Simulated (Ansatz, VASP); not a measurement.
**Si5O12 in VASP and in Ansatz**

The input INCAR:

```
SYSTEM = Si5O12
PREC = Accurate
ENCUT = 600
EDIFF = 1E-7
ISMEAR = 0
SIGMA = 0.1
LREAL = Auto
LASPH = .True.
NELM = 60
ALGO = Normal
ISIF = 3
LWAVE = .False.
LCHARG = .False.
GGA = PE
IBRION = 2
NSW = 45
EDIFFG = -0.04
ISYM = 0
```

The input KPOINTS:

```
regular mesh
0
Gamma
  4 4 2
  0 0 0
```

File POSCAR:

```
Si5O12
1.0
   -2.4959185584      4.3246890897     -0.0000536951
   -0.5224769474     -0.3017202513      4.7174650932
    8.3896719666      4.8454107035     -0.9522020999
Si O
5 12
Direct
    0.2558159686      0.0941861140      0.2613946024
    0.7510233267      0.8506309301      0.7408439341
    0.5000254855      0.6664145445      0.0006869279
    0.7514280759      0.4826763508      0.2604407695
    0.2554858228      0.2391550969      0.7400405111
    0.3216659823      0.9082296965      0.1039091513
    0.8508747280      0.5199969530      0.6430773731
    0.5059412267      0.3145788171      0.3238639508
    0.0067671066      0.0500329716      0.7625686056
    0.6786971555      0.5154517091      0.1022952195
    0.1505563684      0.4722955256      0.6391080195
    0.0077416285      0.2840953931      0.2387864931
    0.5053214281      0.0183865350      0.6774510692
    0.8506814892      0.8136869621      0.3580408947
    0.3216582626      0.4245302277      0.8975788609
    0.1503561313      0.8616714088      0.3625644534
    0.6784531006      0.8174322588      0.8989579935
```

Input for Ansatz:

```yaml
crystal:
  lattice:
    - [-2.4959185584, 4.3246890897, -5.36951e-05]
    - [-0.5224769474, -0.3017202513, 4.7174650932]
    - [8.3896719666, 4.8454107035, -0.9522020999]
  atoms:
    - { symbol: Si, position: [0.2558159686, 0.094186114, 0.2613946024] }
    - { symbol: Si, position: [0.7510233267, 0.8506309301, 0.7408439341] }
    - { symbol: Si, position: [0.5000254855, 0.6664145445, 0.0006869279] }
    - { symbol: Si, position: [0.7514280759, 0.4826763508, 0.2604407695] }
    - { symbol: Si, position: [0.2554858228, 0.2391550969, 0.7400405111] }
    - { symbol: O, position: [0.3216659823, 0.9082296965, 0.1039091513] }
    - { symbol: O, position: [0.850874728, 0.519996953, 0.6430773731] }
    - { symbol: O, position: [0.5059412267, 0.3145788171, 0.3238639508] }
    - { symbol: O, position: [0.0067671066, 0.0500329716, 0.7625686056] }
    - { symbol: O, position: [0.6786971555, 0.5154517091, 0.1022952195] }
    - { symbol: O, position: [0.1505563684, 0.4722955256, 0.6391080195] }
    - { symbol: O, position: [0.0077416285, 0.2840953931, 0.2387864931] }
    - { symbol: O, position: [0.5053214281, 0.018386535, 0.6774510692] }
    - { symbol: O, position: [0.8506814892, 0.8136869621, 0.3580408947] }
    - { symbol: O, position: [0.3216582626, 0.4245302277, 0.8975788609] }
    - { symbol: O, position: [0.1503561313, 0.8616714088, 0.3625644534] }
    - { symbol: O, position: [0.6784531006, 0.8174322588, 0.8989579935] }
  symmetry: { detect: false }
basis:
  ecutwfc: 420
kpoints:
  mp_grid: { grid: [4, 4, 2] }
hamiltonian:
  xc: pbe
scf:
  occupations: { method: gaussian, width: 0.1 }
  lower_state_search: "off"
output:
  forces: true
  stress: true
  eigenvalues: true
relax:
  adjacent_minimum: "off"
  f_tol: 0.04
  max_steps: 25
  cell: { stress_tol: 0.3 }
```

Alike in both runs: task relaxation of cell and atoms; functional PBE; k mesh 4 × 4 × 2; occupations gaussian, width 0.1 eV; no spin polarisation.

|  | VASP | Ansatz |
| --- | --- | --- |
| version | VASP 6.6.1 | Ansatz 0.2.0 |
| potentials or method | VASP PAW PBE potentials, release 64 (Si, O), cutoff 600 eV | scalar-relativistic, plane waves, PAW |
| valence electrons in the cell | 92 | 92 |

|  | VASP | Ansatz | Ansatz less VASP |
| --- | --- | --- | --- |
| gap on the k mesh at the Fermi level, each at its own relaxed structure (eV) | 2.23 | 2.29 | +0.061 |
| relaxed volume (Å³/atom) | 13.25 | 13.26 | +0.002 |
| relaxed length of the cell vector where the two differ most in proportion (Å) | 4.754 | 4.756 | +0.0015 |
